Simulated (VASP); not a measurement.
Runs of VASP 6.6.1 on V. The cells are those of the table. 

```tsv
cell	gap on the mesh (eV)	pressure (GPa)	moment (μB)
a = 2.667, b = 2.634, c = 2.373 Å, angles 113.7, 107.4, 104.8°, 1 atom	none	(b)	0.00
a = 2.756, b = 2.723, c = 2.452 Å, angles 113.7, 107.4, 104.8°, 1 atom	none	-10.1	0.00
a = 2.648, b = 2.616, c = 2.356 Å, angles 113.7, 107.4, 104.8°, 1 atom	none	11.1	0.00
a = 2.739, b = 2.705, c = 2.437 Å, angles 113.7, 107.4, 104.8°, 1 atom	none	-7.4	0.00
a = 2.721, b = 2.688, c = 2.421 Å, angles 113.7, 107.4, 104.8°, 1 atom	none	-4.3	0.00
a = 2.685, b = 2.652, c = 2.389 Å, angles 113.7, 107.4, 104.8°, 1 atom	none	(a)	0.00
```

Alike in all rows: task single point; level PBE; potentials or basis VASP PAW PBE potentials, release 64 (V_sv); spin collinear, ferromagnetic start; k mesh 11 × 12 × 13; cutoff (eV) 520; smearing fermi-dirac 0.05 eV.

Task: Estimate the missing entries.

Result: (a) 2.6; (b) 6.6.

Caveats: the cell stands under tension (at least some runs); the cell stands under pressure (at least some runs).

A gap of «none» marks levels without a gap at the run's occupations.
